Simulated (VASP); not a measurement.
# KTaO3 (Pm-3m) in VASP: elastic constants with LDA

Aim: the elastic constants of KTaO3 with LDA.

Program: VASP 6.6.1. These are calculated values, not measurements. Logs are shortened: lines on timing, memory, paths and dates and some standing lists are left out, and cuts for length are marked.

## Step 1: The cell of the first run

It takes space group Pm-3m (No. 221, cubic). Conventional cell: a = 3.952 Å, b = 3.952 Å, c = 3.952 Å, α = 90.00°, β = 90.00°, γ = 90.00°. Within 3.7 Å of K (site symmetry m-3m) lie 12 O at 2.79 Å and 8 Ta at 3.42 Å. Within 2.6 Å of Ta (site symmetry m-3m) lie 6 O at 1.98 Å. O (site symmetry 4/mmm) has 2 Ta at 1.98 Å within 2.6 Å.

## Step 2: Elastic constants, LDA

File INCAR:

```
SYSTEM = KTaO3
  PREC = Accurate
  ENCUT = 600
  EDIFF = 1E-8
  ISMEAR = 0
  SIGMA = 0.01
  LREAL = .FALSE.
  LASPH = .TRUE.
  NELM = 100
  ALGO = Normal
  ISIF = 3
  LWAVE = .FALSE.
  LCHARG = .TRUE.
  GGA = CA
  NBANDS = 27
  IBRION = 6
  NFREE = 2
  POTIM = 0.015
  NSW = 1
```

File KPOINTS:

```
Automatic mesh
0
G
  8 8 8
  0 0 0
```

File POSCAR:

```
KTaO3
1.0
    3.9519788136      0.0000000000      0.0000000000
    0.0000000000      3.9519788136      0.0000000000
    0.0000000000      0.0000000000      3.9519788136
K Ta O
1 1 3
Direct
    0.5000000000      0.5000000000      0.5000000000
    0.0000000000      0.0000000000      0.0000000000
    0.5000000000      0.0000000000      0.0000000000
    0.0000000000      0.5000000000      0.0000000000
    0.0000000000      0.0000000000      0.5000000000
```

Potentials or basis: VASP PAW LDA potentials, release 64 (K_sv, Ta_pv, O).

The run is started by

```bash
> cat potpaw_LDA.64/K_sv/POTCAR potpaw_LDA.64/Ta_pv/POTCAR potpaw_LDA.64/O/POTCAR > POTCAR
> mpirun -np 1 vasp_std > vasp.out
```

OUTCAR:

```text
SYSTEM = KTaO3
   PREC = Accurate
   ENCUT = 600
   EDIFF = 1E-8
   ISMEAR = 0
   LREAL = .FALSE.
   LASPH = .TRUE.
   NELM = 100
   ISIF = 3
   GGA = CA
   IBRION = 6
   NFREE = 2
   POTIM = 0.015
   NSW = 1

 ion  position               nearest neighbor table
   1  0.500  0.500  0.500-   3 2.79   4 2.79   5 2.79   3 2.79   4 2.79   3 2.79   5 2.79   3 2.79
                             4 2.79   5 2.79   4 2.79   5 2.79   2 3.42   2 3.42   2 3.42   2 3.42
   2  0.000  0.000  0.000-   3 1.98   4 1.98   5 1.98   5 1.98   4 1.98   3 1.98   1 3.42   1 3.42
                             1 3.42   1 3.42   1 3.42   1 3.42   1 3.42   1 3.42
   3  0.500  0.000  0.000-   2 1.98   2 1.98   1 2.79   1 2.79   1 2.79   1 2.79
   4  0.000  0.500  0.000-   2 1.98   2 1.98   1 2.79   1 2.79   1 2.79   1 2.79
   5  0.000  0.000  0.500-   2 1.98   2 1.98   1 2.79   1 2.79   1 2.79   1 2.79

  LATTYP: Found a simple cubic cell.
 ALAT       =     3.9519788136

  Lattice vectors:

 A1 = (   3.9519788136,   0.0000000000,   0.0000000000)
 A2 = (   0.0000000000,   3.9519788136,   0.0000000000)
 A3 = (   0.0000000000,   0.0000000000,   3.9519788136)

Analysis of symmetry for initial positions (statically):
=====================================================================
 Subroutine PRICEL returns:
 Original cell was already a primitive cell.

 Routine SETGRP: Setting up the symmetry group for a
 simple cubic supercell.

 Subroutine GETGRP returns: Found 48 space group operations
 (whereof 48 operations were pure point group operations)
 out of a pool of 48 trial point group operations.

The static configuration has the point symmetry O_h .

Analysis of symmetry for dynamics (positions and initial velocities):
=====================================================================
 Subroutine PRICEL returns:
 Original cell was already a primitive cell.

 Routine SETGRP: Setting up the symmetry group for a
 simple cubic supercell.

 Subroutine GETGRP returns: Found 48 space group operations
 (whereof 48 operations were pure point group operations)
 out of a pool of 48 trial point group operations.

The dynamic configuration has the point symmetry O_h .

 Subroutine INISYM returns: Found 48 space group operations
 (whereof 48 operations are pure point group operations),
 and found     1 'primitive' translations

----------------------------------------------------------------------------------------

                                     Primitive cell

  volume of cell :      61.7225

  direct lattice vectors                    reciprocal lattice vectors
     3.951978814  0.000000000  0.000000000     0.253037794  0.000000000  0.000000000
     0.000000000  3.951978814  0.000000000     0.000000000  0.253037794  0.000000000
     0.000000000  0.000000000  3.951978814     0.000000000  0.000000000  0.253037794

  length of vectors
     3.951978814  3.951978814  3.951978814     0.253037794  0.253037794  0.253037794

  position of ions in fractional coordinates (direct lattice)
     0.500000000  0.500000000  0.500000000
     0.000000000  0.000000000  0.000000000
     0.500000000  0.000000000  0.000000000
     0.000000000  0.500000000  0.000000000
     0.000000000  0.000000000  0.500000000

  ion indices of the primitive-cell ions
   primitive index   ion index
                 1           1
                 2           2
                 3           3
                 4           4
                 5           5

----------------------------------------------------------------------------------------

 KPOINTS: Automatic mesh

Automatic generation of k-mesh.
 Grid dimensions read from file:
 generate k-points for:    8    8    8

 Generating k-lattice:

  Cartesian coordinates                     Fractional coordinates (reciprocal lattice)
     0.031629724  0.000000000  0.000000000     0.125000000  0.000000000  0.000000000
     0.000000000  0.031629724  0.000000000     0.000000000  0.125000000  0.000000000
     0.000000000  0.000000000  0.031629724     0.000000000  0.000000000  0.125000000
[... 72 lines left out ...]
   ISMEAR =     0;   SIGMA  =   0.01  broadening in eV -4-tet -1-fermi 0-gaus
   EFERMI_NEDOS =   21; number of points for ismear=-14 and -15
   IALGO  =     38    algorithm
   IMIX   =      4    mixing-type and parameters
     AMIX     =   0.40;   BMIX     =  1.00
     AMIX_MAG =   1.60;   BMIX_MAG =  1.00
  volume/ion in A,a.u.               =      12.34        83.30
  Fermi-wavevector in a.u.,A,eV,Ry     =   1.392691  2.631804 26.389698  1.939588
  Thomas-Fermi vector in A             =   2.516409
   LORBIT       =      0    0 simple, 1 ext, 2 COOP (PROOUT), +10 PAW based schemes
   GGA     = CA    functional components
   LHFCALC =     F    Hartree Fock is set to
   AEXX    =    0.0000 exact exchange contribution
   IVDW    =     0    specifies the selected vdW correction
   LEPSILON=     F    determine dielectric tensor
   LRPA    =     F    only Hartree local field effects (RPA)
 finite differences with symmetry
 non-spin polarized calculation
 Gauss-broadening in eV      SIGMA  =   0.01
  energy-cutoff  :      600.00
  volume of cell :       61.72
 maximum number of plane-waves:      2103
 NGX is ok and might be reduce to    32
   NGX = 15   NGY = 15   NGZ = 15

--------------------------------------- Ionic step        1  -------------------------------------------

 number of electron      37.9999981 magnetization

 Free energy of the ion-electron system (eV)
  ---------------------------------------------------
  ext. energy  EPLUGINS =         0.00000000
  ---------------------------------------------------
  free energy    TOTEN  =       -45.06563448 eV

  energy without entropy =      -45.06563448  energy(sigma->0) =      -45.06563448

------------------------ aborting loop because EDIFF is reached ----------------------------------------

  FORCE on cell =-STRESS in cart. coord.  units (eV):
  Direction    XX          YY          ZZ          XY          YZ          ZX
  --------------------------------------------------------------------------------------
  -------------------------------------------------------------------------------------
  Total        0.4419698      0.4419698      0.4419698     -0.0000000      0.0000000      0.0000000
  in kB       11.4725342     11.4725342     11.4725342     -0.0000000      0.0000000      0.0000000
  external PRESSURE =      11.4725342 kB  Pullay stress =       0.0000000 kB
[... 98 lines left out ...]
  FREE ENERGIE OF THE ION-ELECTRON SYSTEM (eV)
  ---------------------------------------------------
  free  energy   TOTEN  =       -45.0361185871 eV

  energy  without entropy=      -45.0361185871  energy(sigma->0) =      -45.03611859

[... ionic steps 4 to 18 ...]

--------------------------------------- Ionic step       19  -------------------------------------------

 number of electron      37.9999983 magnetization

------------------------ aborting loop because EDIFF is reached ----------------------------------------
[... 73 lines left out ...]
--------------------------------------- Ionic step       21  -------------------------------------------

 number of electron      37.9999983 magnetization

 Free energy of the ion-electron system (eV)
  ---------------------------------------------------
  ext. energy  EPLUGINS =         0.00000000
  ---------------------------------------------------
  free energy    TOTEN  =       -45.06514955 eV

  energy without entropy =      -45.06514955  energy(sigma->0) =      -45.06514955

 E-fermi :   1.8797     XC(G=0): -11.5703

 val. band max:        1.7161887053   @ k =   0.5000   0.5000   0.5000
 cond. band min:       3.7923018095   @ k =   0.0000   0.0000   0.0000
 fundamental gap:      2.0761131042
 Fermi energy:         1.8797457422

 k-point     1 :       0.0000    0.0000    0.0000
  band No.  band energies     occupation
      1     -32.0772      2.00000
      2     -32.0771      2.00000
      3     -32.0771      2.00000
      4     -25.1384      2.00000
      5     -15.6426      2.00000
      6     -14.8973      2.00000
[... 709 lines left out ...]
     26      12.3708      0.00000
     27      12.5150      0.00000

 [... further k-points ...]
[... 5 lines left out ...]
  --------------------------------------------------------------------------------------
  -------------------------------------------------------------------------------------
  Total        0.4364267      0.4415010      0.4417773      0.0000000      0.0000000      0.0000000
  in kB       11.3286481     11.4603654     11.4675362      0.0000000      0.0000000      0.0000000
  external PRESSURE =      11.4188499 kB  Pullay stress =       0.0000000 kB
[... 20 lines left out ...]
  FREE ENERGIE OF THE ION-ELECTRON SYSTEM (eV)
  ---------------------------------------------------
  free  energy   TOTEN  =       -45.0651495550 eV

  energy  without entropy=      -45.0651495550  energy(sigma->0) =      -45.06514955

 INTERNAL STRAIN TENSORS FROM STRAINED CELLS
 ============================================

 INTERNAL STRAIN TENSOR FOR ION    1 for displacements in x,y,z  (eV/Angst):
          X           Y           Z          XY          YZ          ZX
  --------------------------------------------------------------------------------
  x     0.00000     0.00000     0.00000     0.00000     0.00000     0.00000
  y     0.00000     0.00000     0.00000     0.00000     0.00000     0.00000
  z     0.00000     0.00000     0.00000     0.00000     0.00000     0.00000

 INTERNAL STRAIN TENSORS FROM DISPLACED ATOMS
 ============================================

 INTERNAL STRAIN TENSOR FOR ION    1 for displacements in x,y,z  (eV/Angst):
          X           Y           Z          XY          YZ          ZX
  --------------------------------------------------------------------------------
  x     0.00000     0.00000     0.00000     0.00000     0.00000     0.00000
  y     0.00000     0.00000     0.00000     0.00000     0.00000     0.00000
  z     0.00000     0.00000     0.00000     0.00000     0.00000     0.00000

 INTERNAL STRAIN TENSOR FOR ION    5 for displacements in x,y,z  (eV/Angst):
          X           Y           Z          XY          YZ          ZX
  --------------------------------------------------------------------------------
  x     0.00000     0.00000     0.00000     0.00000     0.00000     0.00000
  y     0.00000     0.00000     0.00000     0.00000     0.00000     0.00000
  z     0.00000     0.00000     0.00000     0.00000     0.00000     0.00000

 Eigenvectors and eigenvalues of the dynamical matrix
 ----------------------------------------------------

   1 f  =   16.976673 THz   106.667579 2PiTHz  566.280842 cm-1    70.209845 meV
             X         Y         Z           dx          dy          dz
      1.975989  1.975989  1.975989     0.000000    0.000000   -0.011781
      0.000000  0.000000  0.000000     0.000000    0.000000   -0.050864
      1.975989  0.000000  0.000000    -0.000000    0.000000   -0.342447
      0.000000  1.975989  0.000000     0.000000   -0.000000   -0.342447
      0.000000  0.000000  1.975989     0.000000    0.000000    0.873347
[... 105 lines left out ...]
  15 f/i=    0.015884 THz     0.099800 2PiTHz    0.529820 cm-1     0.065689 meV
             X         Y         Z           dx          dy          dz
      1.975989  1.975989  1.975989     0.000994   -0.375545    0.072291
      0.000000  0.000000  0.000000     0.002129   -0.804694    0.154900
      1.975989  0.000000  0.000000     0.000640   -0.242107    0.046605
      0.000000  1.975989  0.000000     0.000641   -0.241796    0.046605
      0.000000  0.000000  1.975989     0.000641   -0.242107    0.046545

--------------------------------------------------------------------------------------------------------

 ELASTIC MODULI CONTR FROM IONIC RELAXATION (kBar)
 Direction    XX          YY          ZZ          XY          YZ          ZX
 --------------------------------------------------------------------------------
 XX           0.0000      0.0000      0.0000      0.0000      0.0000      0.0000
 YY           0.0000      0.0000      0.0000      0.0000      0.0000      0.0000
 ZZ           0.0000      0.0000      0.0000      0.0000      0.0000      0.0000
 XY           0.0000      0.0000      0.0000      0.0000      0.0000      0.0000
 YZ           0.0000      0.0000      0.0000      0.0000      0.0000      0.0000
 ZX           0.0000      0.0000      0.0000      0.0000      0.0000      0.0000
 --------------------------------------------------------------------------------

 TOTAL ELASTIC MODULI (kBar)
 Direction    XX          YY          ZZ          XY          YZ          ZX
 --------------------------------------------------------------------------------
 XX        5003.2707    827.1580    827.1580      0.0000     -0.0000     -0.0000
 YY         827.1580   5003.2707    827.1580     -0.0000      0.0000      0.0000
 ZZ         827.1580    827.1580   5003.2707      0.0000     -0.0000     -0.0000
 XY           0.0000     -0.0000      0.0000   1007.8684      0.0000      0.0000
 YZ          -0.0000      0.0000     -0.0000      0.0000   1007.8684      0.0000
 ZX          -0.0000      0.0000     -0.0000      0.0000      0.0000   1007.8684
 --------------------------------------------------------------------------------
```

It took 49 min on 1 thread of Oxide Virtual Turin-like, shared host; peak memory 0.55 GiB.

Results:

* Elastic constants C11, C12, C44: 500, 83, 101 GPa
* Voigt bulk modulus: 222 GPa
* Highest phonon frequency at Γ, LO-TO splitting left out: 566 cm⁻¹

Phonon frequencies in cm⁻¹ (negative: imaginary):
```csv
q point,frequencies
"(0.000, 0.000, 0.000)",-1 -1 -1 117 117 117 185 185 185 245 245 245 566 566 566
```

Elastic tensor in Voigt notation (GPa, in the Cartesian axes of the cell as first typed):
```
500  83  83   0   0   0
 83 500  83   0   0   0
 83  83 500   0   0   0
  0   0   0 101   0   0
  0   0   0   0 101   0
  0   0   0   0   0 101
```

Clamped-ion elastic tensor (GPa):
```
500  83  83   0   0   0
 83 500  83   0   0   0
 83  83 500   0   0   0
  0   0   0 101   0   0
  0   0   0   0 101   0
  0   0   0   0   0 101
```

Caveat: the cell is under stress, which shifts elastic constants; spin-orbit coupling is left out, which moves the levels of the heavy elements.
